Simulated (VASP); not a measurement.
# BiTe in VASP: relaxation of the atoms with PBE

Aim: the relaxation of the atoms of BiTe with PBE.

All numbers are computed with VASP 6.6.1; they aren't measurements. Logs are shortened: lines on timing, memory, paths and dates and some standing lists are left out, and cuts for length are marked.

### Step 1. The cell of the first run

The cell holds a slab with vacuum, 6 atoms: a = 4.598 Å, b = 4.598 Å, c = 23.502 Å, α = 90.00°, β = 90.00°, γ = 90.00°.

### Step 2. Relaxation of the atoms, PBE

Input file INCAR:

```
SYSTEM = BiTe
PREC = Accurate
ENCUT = 520
EDIFF = 1E-6
ISMEAR = 0
SIGMA = 0.1
LREAL = .False.
LASPH = .True.
NELM = 80
ALGO = Fast
ISIF = 2
LWAVE = .False.
LCHARG = .False.
LDIPOL = .True.
IDIPOL = 3
DIPOL = 0.5 0.5 0.500
GGA = PE
IBRION = 2
NSW = 90
EDIFFG = -0.03
```

Input file KPOINTS:

```
regular mesh
0
Gamma
  6 6 1
  0 0 0
```

Input file POSCAR:

```
BiTe
1.0
    4.5978828774      0.0000000000      0.0000000000
    0.0000000000      4.5978828774      0.0000000000
    0.0000000000      0.0000000000     23.5023883234
Bi Te
3 3
Selective dynamics
Direct
    0.5000000000      0.5000000000      0.3616653713  F F F
    0.0000000000      0.0000000000      0.5000000000  T T T
    0.5000000000      0.5000000000      0.6383346287  T T T
    0.0000000000      0.0000000000      0.3616653713  F F F
    0.5000000000      0.5000000000      0.5000000000  T T T
    0.0000000000      0.0000000000      0.6383346287  T T T
```

Potentials or basis: VASP PAW PBE potentials, release 64 (Bi_d, Te).

Started as:

```console
$ cat potpaw_PBE.64/Bi_d/POTCAR potpaw_PBE.64/Te/POTCAR > POTCAR
$ mpirun -np 1 vasp_std > vasp.out
```

OUTCAR:

```text
SYSTEM = BiTe
   PREC = Accurate
   ENCUT = 520
   EDIFF = 1E-6
   ISMEAR = 0
   LREAL = .False.
   LASPH = .True.
   NELM = 80
   ISIF = 2
   GGA = PE
   IBRION = 2
   NSW = 90
   EDIFFG = -0.03

 ion  position               nearest neighbor table
   1  0.500  0.500  0.362-   4 3.25   4 3.25   4 3.25   4 3.25   5 3.25
   2  0.000  0.000  0.500-   5 3.25   5 3.25   5 3.25   5 3.25   6 3.25   4 3.25
   3  0.500  0.500  0.638-   6 3.25   6 3.25   6 3.25   6 3.25   5 3.25
   4  0.000  0.000  0.362-   1 3.25   1 3.25   1 3.25   1 3.25   2 3.25
   5  0.500  0.500  0.500-   2 3.25   2 3.25   2 3.25   2 3.25   3 3.25   1 3.25
   6  0.000  0.000  0.638-   3 3.25   3 3.25   3 3.25   3 3.25   2 3.25

  LATTYP: Found a simple tetragonal cell.
 ALAT       =     4.5978828774
 C/A-ratio  =     5.1115674214

  Lattice vectors:

 A1 = (   4.5978828774,   0.0000000000,   0.0000000000)
 A2 = (   0.0000000000,   4.5978828774,   0.0000000000)
 A3 = (   0.0000000000,   0.0000000000,  23.5023883234)

Analysis of symmetry for initial positions (statically):
=====================================================================
 Subroutine PRICEL returns:
 Original cell was already a primitive cell.

 Routine SETGRP: Setting up the symmetry group for a
 simple tetragonal supercell.

 Subroutine GETGRP returns: Found 16 space group operations
 (whereof 16 operations were pure point group operations)
 out of a pool of 16 trial point group operations.

The static configuration has the point symmetry D_4h.

Analysis of symmetry for dynamics (positions and initial velocities):
=====================================================================
 Subroutine PRICEL returns:
 Original cell was already a primitive cell.

 Routine SETGRP: Setting up the symmetry group for a
 simple tetragonal supercell.

 Subroutine GETGRP returns: Found 16 space group operations
 (whereof 16 operations were pure point group operations)
 out of a pool of 16 trial point group operations.

The dynamic configuration has the point symmetry D_4h.

Analysis of constrained symmetry for selective dynamics:
=====================================================================
 Subroutine PRICEL returns:
 Original cell was already a primitive cell.

 Routine SETGRP: Setting up the symmetry group for a
 simple tetragonal supercell.

 Subroutine GETGRP returns: Found  8 space group operations
 (whereof  8 operations were pure point group operations)
 out of a pool of 16 trial point group operations.

The constrained configuration has the point symmetry C_4v.

 Subroutine INISYM returns: Found  8 space group operations
 (whereof  8 operations are pure point group operations),
 and found     1 'primitive' translations

----------------------------------------------------------------------------------------

                                     Primitive cell

  volume of cell :     496.8529

  direct lattice vectors                    reciprocal lattice vectors
     4.597882877  0.000000000  0.000000000     0.217491403  0.000000000  0.000000000
     0.000000000  4.597882877  0.000000000     0.000000000  0.217491403  0.000000000
     0.000000000  0.000000000 23.502388323     0.000000000  0.000000000  0.042548867

  length of vectors
     4.597882877  4.597882877 23.502388323     0.217491403  0.217491403  0.042548867

  position of ions in fractional coordinates (direct lattice)
     0.500000000  0.500000000  0.361665371
     0.000000000  0.000000000  0.500000000
     0.500000000  0.500000000  0.638334629
     0.000000000  0.000000000  0.361665371
     0.500000000  0.500000000  0.500000000
[... 59 lines left out ...]
   ISTART =      0    job   : 0-new  1-cont  2-samecut
   ICHARG =      2    charge: 1-file 2-atom 10-const
   ISPIN  =      1    spin polarized calculation?
   LNONCOLLINEAR =      F non collinear calculations
   LSORBIT =      F    spin-orbit coupling
   LASPH  =      T    aspherical Exc in radial PAW
   ENCUT  =  520.0 eV  38.22 Ry    6.18 a.u.   8.55  8.55 43.70*2*pi/ulx,y,z
   NELM   =     80;   NELMIN=  2; NELMDL= -5     # of ELM steps
   EDIFF  = 0.1E-05   stopping-criterion for ELM
   LREAL  =      F    real-space projection
   EDIFFG = -.3E-01   stopping-criterion for IOM
   NSW    =     90    number of steps for IOM
   IBRION =      2    ionic relax: 0-MD 1-quasi-New 2-CG
   NFREE  =      1    steps in history (QN), initial steepest desc. (CG)
   ISIF   =      2    stress and relaxation
   ISYM   =      2    0-nonsym 1-usesym 2-fastsym
   POTIM  = 0.5000    time-step for ionic-motion
   TEBEG  =    0.0;   TEEND  =   0.0 temperature during run
   PSTRESS=    0.0 pullay stress
   NELECT =      63.0000    total number of electrons
   NUPDOWN=      -1.0000    fix difference up-down
   EMIN   =  10.00;   EMAX   =-10.00  energy-range for DOS
   EFERMI =   0.00;   METHOD = LEGACY
   ISMEAR =     0;   SIGMA  =   0.10  broadening in eV -4-tet -1-fermi 0-gaus
   EFERMI_NEDOS =   21; number of points for ismear=-14 and -15
   IALGO  =     68    algorithm
   IMIX   =      4    mixing-type and parameters
     AMIX     =   0.40;   BMIX     =  1.00
     AMIX_MAG =   1.60;   BMIX_MAG =  1.00
  volume/ion in A,a.u.               =      82.81       558.82
  Fermi-wavevector in a.u.,A,eV,Ry     =   0.822456  1.554216  9.203430  0.676433
  Thomas-Fermi vector in A             =   1.933794
   LORBIT       =      0    0 simple, 1 ext, 2 COOP (PROOUT), +10 PAW based schemes
   GGA     = PE    functional components
   LHFCALC =     F    Hartree Fock is set to
   AEXX    =    0.0000 exact exchange contribution
   IVDW    =     0    specifies the selected vdW correction
   LEPSILON=     F    determine dielectric tensor
   LRPA    =     F    only Hartree local field effects (RPA)
 conjugate gradient relaxation of ions
 non-spin polarized calculation
 RMM-DIIS sequential band-by-band and
 Gauss-broadening in eV      SIGMA  =   0.10
  energy-cutoff  :      520.00
  volume of cell :      496.85
 maximum number of plane-waves:     13423
 NGX is ok and might be reduce to    36
   NGX = 17   NGY = 17   NGZ = 87

--------------------------------------- Ionic step        1  -------------------------------------------

 number of electron      62.9999995 magnetization

 Free energy of the ion-electron system (eV)
  ---------------------------------------------------
  ext. energy  EPLUGINS =         0.00000000
  ---------------------------------------------------
  free energy    TOTEN  =       -20.99169745 eV

  energy without entropy =      -20.95994368  energy(sigma->0) =      -20.97582056

------------------------ aborting loop because EDIFF is reached ----------------------------------------

  FORCE on cell =-STRESS in cart. coord.  units (eV):
  Direction    XX          YY          ZZ          XY          YZ          ZX
  --------------------------------------------------------------------------------------
  -------------------------------------------------------------------------------------
  Total       -1.3737400     -1.3737400     -3.1306116      0.0000000     -0.0000000      0.0000000
  in kB       -4.4298326     -4.4298326    -10.0951313      0.0000000     -0.0000000      0.0000000
  external PRESSURE =      -6.3182655 kB  Pullay stress =       0.0000000 kB
[... 101 lines left out ...]
  FREE ENERGIE OF THE ION-ELECTRON SYSTEM (eV)
  ---------------------------------------------------
  free  energy   TOTEN  =       -21.0116732482 eV

  energy  without entropy=      -20.9776186605  energy(sigma->0) =      -20.99464595

[... ionic steps 4 to 7 ...]

--------------------------------------- Ionic step        8  -------------------------------------------

 number of electron      63.0000001 magnetization

------------------------ aborting loop because EDIFF is reached ----------------------------------------
[... 37 lines left out ...]
 number of electron      63.0000007 magnetization

------------------------ aborting loop because EDIFF is reached ----------------------------------------

 vacuum level on the upper side and lower side of the slab       (xc-potential included)        -0.041         0.017

  FORCE on cell =-STRESS in cart. coord.  units (eV):
  Direction    XX          YY          ZZ          XY          YZ          ZX
  --------------------------------------------------------------------------------------
  -------------------------------------------------------------------------------------
  Total       -1.1520066     -1.1520066     -0.2137768      0.0000000      0.0000000      0.0000000
  in kB       -3.7148196     -3.7148196     -0.6893558      0.0000000      0.0000000      0.0000000
  external PRESSURE =      -2.7063317 kB  Pullay stress =       0.0000000 kB
[... 21 lines left out ...]
  FREE ENERGIE OF THE ION-ELECTRON SYSTEM (eV)
  ---------------------------------------------------
  free  energy   TOTEN  =       -21.0361272156 eV

  energy  without entropy=      -20.9944441588  energy(sigma->0) =      -21.01528569

 dipolmoment           0.000000      0.000000     -0.000251 electrons x Angstroem

--------------------------------------- Ionic step       10  -------------------------------------------

 number of electron      63.0000010 magnetization

 dipolmoment           0.000000      0.000000      0.000382 electrons x Angstroem

 Free energy of the ion-electron system (eV)
  ---------------------------------------------------
  ext. energy  EPLUGINS =         0.00000000
  ---------------------------------------------------
  free energy    TOTEN  =       -21.03690776 eV

  energy without entropy =      -20.99485686  energy(sigma->0) =      -21.01588231

 E-fermi :   0.1858     XC(G=0):  -4.3873

 val. band max:        0.1384308921   @ k =   0.5000   0.0000   0.0000
 cond. band min:       0.1973485624   @ k =   0.3333   0.0000   0.0000
 fundamental gap:      0.0589176702
 Fermi energy:         0.1857897496

 k-point     1 :       0.0000    0.0000    0.0000
  band No.  band energies     occupation
      1     -23.0113      2.00000
      2     -22.9807      2.00000
      3     -22.9807      2.00000
      4     -22.9315      2.00000
      5     -22.9309      2.00000
      6     -22.8652      2.00000
[... 389 lines left out ...]
     36       3.7697      0.00000
     37       3.7697      0.00000

------------------------ aborting loop because EDIFF is reached ----------------------------------------

 vacuum level on the upper side and lower side of the slab       (xc-potential included)        -0.006        -0.113

  FORCE on cell =-STRESS in cart. coord.  units (eV):
  Direction    XX          YY          ZZ          XY          YZ          ZX
  --------------------------------------------------------------------------------------
  -------------------------------------------------------------------------------------
  Total       -1.1380141     -1.1380141     -0.0639927      0.0000000      0.0000000     -0.0000000
  in kB       -3.6696989     -3.6696989     -0.2063542      0.0000000      0.0000000     -0.0000000
  external PRESSURE =      -2.5152507 kB  Pullay stress =       0.0000000 kB
[... 21 lines left out ...]
  FREE ENERGIE OF THE ION-ELECTRON SYSTEM (eV)
  ---------------------------------------------------
  free  energy   TOTEN  =       -21.0369077644 eV

  energy  without entropy=      -20.9948568606  energy(sigma->0) =      -21.01588231

 reached required accuracy - stopping structural energy minimisation

 vacuum level on the upper side and lower side of the slab         4.376         4.290
```

It took 35 min on 1 thread of Oxide Virtual Turin-like, shared host; peak memory 0.62 GiB.

What came out:

* Free energy: -21.0369 eV
* Energy gained by relaxing: 7.5 meV/atom
* Ionic steps: 10

The path:
| step | energy change (eV) | largest force on free atoms (eV/Å) | pressure (GPa) |
| --- | --- | --- | --- |
| 1 | 0.0000 | 0.3037 | -0.63 |
| 2 | -0.0057 | 0.2831 | -0.61 |
| 3 | -0.0200 | 0.2062 | -0.54 |
| 4 | -0.0341 | 0.1448 | -0.38 |
| 5 | -0.0342 | 0.1626 | -0.35 |
| 6 | -0.0381 | 0.1086 | -0.34 |
| 7 | -0.0421 | 0.1051 | -0.29 |
| 8 | -0.0422 | 0.1122 | -0.28 |
| 9 | -0.0444 | 0.0592 | -0.27 |
| 10 | -0.0452 | 0.0185 | -0.25 |

Final structure:
```cif
data_structure
_symmetry_space_group_name_H-M 'P 1'
_symmetry_Int_Tables_number 1
_cell_length_a 4.5979
_cell_length_b 4.5979
_cell_length_c 23.5024
_cell_angle_alpha 90.000
_cell_angle_beta 90.000
_cell_angle_gamma 90.000
_cell_volume 496.85
loop_
_atom_site_label
_atom_site_type_symbol
_atom_site_fract_x
_atom_site_fract_y
_atom_site_fract_z
_atom_site_occupancy
Bi1 Bi 0.50000 0.50000 0.36167 1
Bi2 Bi 0.00000 0.00000 0.49571 1
Bi3 Bi 0.50000 0.50000 0.63212 1
Te1 Te 0.00000 0.00000 0.36167 1
Te2 Te 0.50000 0.50000 0.49650 1
Te3 Te 0.00000 0.00000 0.62973 1
```

Levels at points of the mesh, in eV from the Fermi level:
```csv
k point,band 29,band 30,band 31,band 32,band 33,band 34
"(0.00, 0.00, 0.00)",-2.54,-1.76,0.45,0.98,2.28,2.28
"(0.50, 0.00, 0.00)",-1.54,-1.45,-0.57,-0.51,-0.39,-0.20
"(0.50, 0.50, 0.00)",-3.15,-1.34,-0.11,2.09,2.22,3.02
```

Caveat: the highest band is partly filled, so the run has too few bands; spin-orbit coupling is left out, which moves the levels of the heavy elements.
